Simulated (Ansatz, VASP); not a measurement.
Two plane-wave programs on Sr2V

The input INCAR:

```
SYSTEM = Sr2V
ALGO = Normal
EDIFF = 1E-7
EDIFFG = -0.04
ENCUT = 600
GGA = PE
IBRION = 2
ISIF = 3
ISMEAR = 0
ISPIN = 2
LASPH = .True.
LCHARG = .False.
LMAXMIX = 4
LORBIT = 11
LREAL = .False.
LWAVE = .False.
MAGMOM = 0 0 2
NELM = 150
NSW = 90
PREC = Accurate
SIGMA = 0.1
```

KPOINTS

```
k-points
0
Gamma
  6 6 4
  0 0 0
```

File POSCAR:

```
Sr2V
1.0
    3.7564705900      0.0000000000      0.0000000000
   -1.8782352900      3.2531989600      0.0000000000
    0.0000000000      0.0000000000      6.7578613600
Sr V
2 1
Direct
    0.3333333300      0.6666666700      0.2786120000
    0.6666666700      0.3333333300      0.7213880000
    0.0000000000      0.0000000000      0.5000000000
```

Input for Ansatz:

```yaml
crystal:
  lattice:
    - [3.75647059, 0.0, 0.0]
    - [-1.87823529, 3.25319896, 0.0]
    - [0.0, 0.0, 6.75786136]
  atoms:
    - { symbol: Sr, position: [0.33333333, 0.66666667, 0.278612] }
    - { symbol: Sr, position: [0.66666667, 0.33333333, 0.721388] }
    - { symbol: V, position: [0.0, 0.0, 0.5], spin: 2.0 }
basis:
  ecutwfc: 420
kpoints:
  mp_grid: { grid: [6, 6, 4] }
hamiltonian:
  xc: pbe
scf:
  occupations: { method: gaussian, width: 0.1 }
  lower_state_search: "off"
output:
  forces: true
  stress: true
  eigenvalues: true
  populations: true
magnetization:
  spin_polarized: true
relax:
  adjacent_minimum: "off"
  f_tol: 0.04
  max_steps: 70
  cell: { stress_tol: 0.4 }
```

Alike in both runs: task relaxation of cell and atoms; functional PBE; k mesh 6 × 6 × 4; occupations gaussian, width 0.1 eV; collinear spin.

|  | VASP | Ansatz |
| --- | --- | --- |
| version | VASP 6.6.1 | Ansatz 0.2.0 |
| potentials or method | VASP PAW PBE potentials, release 64 (Sr_sv, V_sv), cutoff 600 eV | scalar-relativistic, plane waves, PAW |
| valence electrons in the cell | 33 | 33 |

```tsv
	VASP	Ansatz	Ansatz less VASP
gap on the k mesh at the Fermi level, each at its own relaxed structure (eV)	none	none	-
net moment per atom (μB)	1.30	1.29	-0.010
size of the moment on the site where the two differ most (μB)	2.88	3.18	+0.301
relaxed volume (Å³/atom)	39.35	39.69	+0.336
relaxed length of the cell vector where the two differ most in proportion (Å)	3.972	4.001	+0.0284
```

Site moments also hang on the region over which each program counts them. A gap of «none» marks a metal or a gap that the smearing closes.

Noted on VASP's run: the volume moved by over 15 % at a fixed basis, so the end points are rough.
